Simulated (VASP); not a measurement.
# Ti4CN4O in VASP: a series of runs, part 2 of 2

VASP 6.6.1.

## 4. Single point, PBEsol

File INCAR:

```
PREC = Accurate
ENCUT = 520
EDIFF = 1E-6
ISMEAR = 0
SIGMA = 0.1
LREAL = F
LASPH = T
NELM = 80
ALGO = Normal
ISIF = 2
LWAVE = F
LCHARG = F
LDIPOL = T
IDIPOL = 3
DIPOL = 0.5 0.5 0.489
GGA = PS
NBANDS = 50
```

File KPOINTS:

```
Automatic mesh
0
Gamma
  12 12 1
```

File POSCAR:

```
Ti4CN4O
1.0
    2.9726300472      0.0000000000      0.0000000000
   -1.4863150236      2.5743731369      0.0000000000
    0.0000000000      0.0000000000     28.6449979446
N Ti C O
4 4 1 1
Direct
    0.3333333333      0.6666666667      0.2967359263
    0.0000000000      0.0000000000      0.3814677275
    0.6666666667      0.3333333333      0.4659964168
    0.3333333333      0.6666666667      0.5523678869
    0.6666666667      0.3333333333      0.3391018269
    0.3333333333      0.6666666667      0.4238336280
    0.0000000000      0.0000000000      0.5088514025
    0.6666666667      0.3333333333      0.5900779691
    0.0000000000      0.0000000000      0.6458458415
    0.0000000000      0.0000000000      0.6866920145
```

Potentials or basis: VASP PAW PBE potentials, release 64 (N, Ti_sv, C, O).

On the command line:

```sh
$ cat potpaw_PBE.64/N/POTCAR potpaw_PBE.64/Ti_sv/POTCAR potpaw_PBE.64/C/POTCAR potpaw_PBE.64/O/POTCAR > POTCAR
$ mpirun -np 1 vasp_std > vasp.out
```

OUTCAR:

```text
PREC = Accurate
   ENCUT = 520
   EDIFF = 1E-6
   ISMEAR = 0
   LREAL = F
   LASPH = T
   NELM = 80
   ISIF = 2
   GGA = PS

 ion  position               nearest neighbor table
   1  0.333  0.667  0.297-   5 2.10   5 2.10   5 2.10
   2  0.000  0.000  0.381-   6 2.10   6 2.10   6 2.10   5 2.10   5 2.10   5 2.10
   3  0.667  0.333  0.466-   6 2.10   6 2.10   6 2.10   7 2.11   7 2.11   7 2.11
   4  0.333  0.667  0.552-   8 2.03   8 2.03   8 2.03   7 2.12   7 2.12   7 2.12
   5  0.667  0.333  0.339-   1 2.10   1 2.10   2 2.10   2 2.10   2 2.10   1 2.10
   6  0.333  0.667  0.424-   3 2.10   3 2.10   3 2.10   2 2.10   2 2.10   2 2.10
   7  0.000  0.000  0.509-   3 2.11   3 2.11   3 2.11   4 2.12   4 2.12   4 2.12   8 2.89   8 2.89
                             8 2.89
   8  0.667  0.333  0.590-   4 2.03   4 2.03   4 2.03   9 2.34   9 2.34   9 2.34   7 2.89   7 2.89
                             7 2.89
   9  0.000  0.000  0.646-  10 1.17   8 2.34   8 2.34   8 2.34
  10  0.000  0.000  0.687-   9 1.17

  LATTYP: Found a hexagonal cell.
 ALAT       =     2.9726300472
 C/A-ratio  =     9.6362471918

  Lattice vectors:

 A1 = (   2.9726300472,   0.0000000000,   0.0000000000)
 A2 = (  -1.4863150236,   2.5743731369,   0.0000000000)
 A3 = (   0.0000000000,   0.0000000000,  28.6449979446)

Analysis of symmetry for initial positions (statically):
=====================================================================
 Subroutine PRICEL returns:
 Original cell was already a primitive cell.

 Routine SETGRP: Setting up the symmetry group for a
 hexagonal supercell.

 Subroutine GETGRP returns: Found  6 space group operations
 (whereof  6 operations were pure point group operations)
 out of a pool of 24 trial point group operations.

The static configuration has the point symmetry C_3v.

Analysis of symmetry for dynamics (positions and initial velocities):
=====================================================================
 Subroutine PRICEL returns:
 Original cell was already a primitive cell.

 Routine SETGRP: Setting up the symmetry group for a
 hexagonal supercell.

 Subroutine GETGRP returns: Found  6 space group operations
 (whereof  6 operations were pure point group operations)
 out of a pool of 24 trial point group operations.

The dynamic configuration has the point symmetry C_3v.

 Subroutine INISYM returns: Found  6 space group operations
 (whereof  6 operations are pure point group operations),
 and found     1 'primitive' translations

----------------------------------------------------------------------------------------

                                     Primitive cell

  volume of cell :     219.2104

  direct lattice vectors                    reciprocal lattice vectors
     2.972630047  0.000000000  0.000000000     0.336402440  0.194222039  0.000000000
    -1.486315024  2.574373137  0.000000000     0.000000000  0.388444078  0.000000000
     0.000000000  0.000000000 28.644997945     0.000000000  0.000000000  0.034910109

  length of vectors
[... 75 lines left out ...]
   number of dos      NEDOS =    301   number of ions     NIONS =     10
   total plane-waves  NPLWV = 124416
   dimension x,y,z NGX =    24 NGY =   24 NGZ =  216
   dimension x,y,z NGXF=    48 NGYF=   48 NGZF=  432
   ions per type =               4   4   1   1
   NGX,Y,Z   is equivalent  to a cutoff of  13.42, 13.42, 12.54 a.u.
   NGXF,Y,Z  is equivalent  to a cutoff of  26.84, 26.84, 25.07 a.u.
 SYSTEM =  unknown system
   PREC   = accura    normal or accurate (medium, high low for compatibility)
   ISTART =      0    job   : 0-new  1-cont  2-samecut
   ICHARG =      2    charge: 1-file 2-atom 10-const
   ISPIN  =      1    spin polarized calculation?
   LNONCOLLINEAR =      F non collinear calculations
   LSORBIT =      F    spin-orbit coupling
   LASPH  =      T    aspherical Exc in radial PAW
   ENCUT  =  520.0 eV  38.22 Ry    6.18 a.u.   5.53  5.53 53.26*2*pi/ulx,y,z
   NELM   =     80;   NELMIN=  2; NELMDL= -5     # of ELM steps
   EDIFF  = 0.1E-05   stopping-criterion for ELM
   LREAL  =      F    real-space projection
   EDIFFG = 0.1E-04   stopping-criterion for IOM
   NSW    =      0    number of steps for IOM
   IBRION =     -1    ionic relax: 0-MD 1-quasi-New 2-CG
   NFREE  =      0    steps in history (QN), initial steepest desc. (CG)
   ISIF   =      2    stress and relaxation
   ISYM   =      2    0-nonsym 1-usesym 2-fastsym
   POTIM  = 0.5000    time-step for ionic-motion
   TEBEG  =    0.0;   TEEND  =   0.0 temperature during run
   PSTRESS=    0.0 pullay stress
   NELECT =      78.0000    total number of electrons
   NUPDOWN=      -1.0000    fix difference up-down
   EMIN   =  10.00;   EMAX   =-10.00  energy-range for DOS
   EFERMI =   0.00;   METHOD = LEGACY
   ISMEAR =     0;   SIGMA  =   0.10  broadening in eV -4-tet -1-fermi 0-gaus
   EFERMI_NEDOS =   21; number of points for ismear=-14 and -15
   IALGO  =     38    algorithm
   IMIX   =      4    mixing-type and parameters
     AMIX     =   0.40;   BMIX     =  1.00
     AMIX_MAG =   1.60;   BMIX_MAG =  1.00
  volume/ion in A,a.u.               =      21.92       147.93
  Fermi-wavevector in a.u.,A,eV,Ry     =   1.160075  2.192223 18.310360  1.345773
  Thomas-Fermi vector in A             =   2.296661
   LORBIT       =      0    0 simple, 1 ext, 2 COOP (PROOUT), +10 PAW based schemes
   GGA     = PS    functional components
   LHFCALC =     F    Hartree Fock is set to
   AEXX    =    0.0000 exact exchange contribution
   IVDW    =     0    specifies the selected vdW correction
   LEPSILON=     F    determine dielectric tensor
   LRPA    =     F    only Hartree local field effects (RPA)
 non-spin polarized calculation
 Gauss-broadening in eV      SIGMA  =   0.10
  energy-cutoff  :      520.00
  volume of cell :      219.21
 maximum number of plane-waves:      6035
 NGX is ok and might be reduce to    24
   NGX = 11   NGY = 11   NGZ =107

 dipolmoment           0.000000      0.000000      0.221683 electrons x Angstroem

 number of electron      78.0000010 magnetization

 dipolmoment           0.000000      0.000000     -0.059427 electrons x Angstroem

 Free energy of the ion-electron system (eV)
  ---------------------------------------------------
  ext. energy  EPLUGINS =         0.00000000
  ---------------------------------------------------
  free energy    TOTEN  =       -95.25427870 eV

  energy without entropy =      -95.23669035  energy(sigma->0) =      -95.24548452

 E-fermi :  -0.1878     XC(G=0):  -6.0098

 val. band max:       -0.2057072247   @ k =   0.4167   0.0000   0.0000
 cond. band min:      -0.1738879791   @ k =   0.3333   0.2500   0.0000
 fundamental gap:      0.0318192456
 Fermi energy:        -0.1878041599

 k-point     1 :       0.0000    0.0000    0.0000
  band No.  band energies     occupation
      1     -57.7465      2.00000
      2     -57.5746      2.00000
      3     -57.0855      2.00000
      4     -56.4910      2.00000
      5     -34.3707      2.00000
      6     -34.0320      2.00000
[... 996 lines left out ...]
     49       3.0208      0.00000
     50       3.1324      0.00000

------------------------ aborting loop because EDIFF is reached ----------------------------------------

 vacuum level on the upper side and lower side of the slab       (xc-potential included)        -0.922         0.450

  FORCE on cell =-STRESS in cart. coord.  units (eV):
  Direction    XX          YY          ZZ          XY          YZ          ZX
  --------------------------------------------------------------------------------------
  -------------------------------------------------------------------------------------
  Total       -1.3787419     -1.3787419     -2.5795159     -0.0000000      0.0000000      0.0000000
  in kB      -10.0770264    -10.0770264    -18.8533115     -0.0000000      0.0000000      0.0000000
  external PRESSURE =     -13.0024548 kB  Pullay stress =       0.0000000 kB

 VOLUME and BASIS-vectors are now :
 -----------------------------------------------------------------------------
  energy-cutoff  :      520.00
  volume of cell :      219.21
      direct lattice vectors                 reciprocal lattice vectors
     2.972630047  0.000000000  0.000000000     0.336402440  0.194222039  0.000000000
    -1.486315024  2.574373137  0.000000000     0.000000000  0.388444078  0.000000000
     0.000000000  0.000000000 28.644997945     0.000000000  0.000000000  0.034910109

 POSITION                                       TOTAL-FORCE (eV/Angst)
 -----------------------------------------------------------------------------------
     -0.00000      1.71625      8.50000        -0.000000      0.000000      4.457740
      0.00000      0.00000     10.92714         0.000000      0.000000      1.279245
      1.48632      0.85812     13.34847         0.000000      0.000000     -0.000564
     -0.00000      1.71625     15.82258        -0.000000      0.000000     -0.004774
      1.48632      0.85812      9.71357         0.000000     -0.000000     -5.854261
     -0.00000      1.71625     12.14071        -0.000000      0.000000      0.090528
      0.00000      0.00000     14.57605        -0.000000      0.000000     -0.005700
      1.48632      0.85812     16.90278        -0.000000      0.000000      0.030340
      0.00000      0.00000     18.50025        -0.000000      0.000000     -0.796081
      0.00000      0.00000     19.67029        -0.000000      0.000000      0.803526
 -----------------------------------------------------------------------------------
    total drift:                               -0.000001      0.000000     -0.000911

  FREE ENERGIE OF THE ION-ELECTRON SYSTEM (eV)
  ---------------------------------------------------
  free  energy   TOTEN  =       -95.2542786979 eV

  energy  without entropy=      -95.2366903515  energy(sigma->0) =      -95.24548452

 vacuum level on the upper side and lower side of the slab         6.249         7.647
```

Run time: 18 min. Hardware: 1 thread of Intel Xeon 8259CL, shared host; peak memory 0.47 GiB.

Results:

| Property | Result |
| --- | --- |
| Free energy | -95.2543 eV |
| Largest force | 5.854 eV/Å |
| Band gap on the k mesh | zero (bands 39 and 40 overlap by 0.45 eV) |

Forces on the atoms (eV/Å):
```
N    0.000  0.000  4.458
N    0.000  0.000  1.279
N    0.000  0.000 -0.001
N    0.000  0.000 -0.005
Ti   0.000  0.000 -5.854
Ti   0.000  0.000  0.091
Ti   0.000  0.000 -0.006
Ti   0.000  0.000  0.030
C    0.000  0.000 -0.796
O    0.000  0.000  0.804
```

Caveat: the PAW data sets were made with another functional, which shifts forces and pressure a little.

## 5. Summary

```tsv
cell	gap on the mesh (eV)	largest force (eV/Å)
a = 2.973, b = 2.973, c = 28.645 Å, angles 90.0, 90.0, 120.0°, 10 atoms, atomic positions A	none	5.85
a = 2.973, b = 2.973, c = 28.645 Å, angles 90.0, 90.0, 120.0°, 10 atoms, atomic positions B	none	5.93
a = 2.973, b = 2.973, c = 28.645 Å, angles 90.0, 90.0, 120.0°, 10 atoms, atomic positions C	none	5.85
```

Alike in all rows: task single point; level PBEsol; potentials or basis VASP PAW PBE potentials, release 64 (N, Ti_sv, C, O); no spin polarisation; k mesh 12 × 12 × 1; cutoff (eV) 520; smearing gaussian 0.1 eV.

Caveats: the PAW data sets were made with another functional, which shifts forces and pressure a little.

Total energies depend on the potentials used, so only differences within one code and one set of settings carry meaning.

The gap in the log of VASP goes by the Fermi energy; the results here count the filled bands.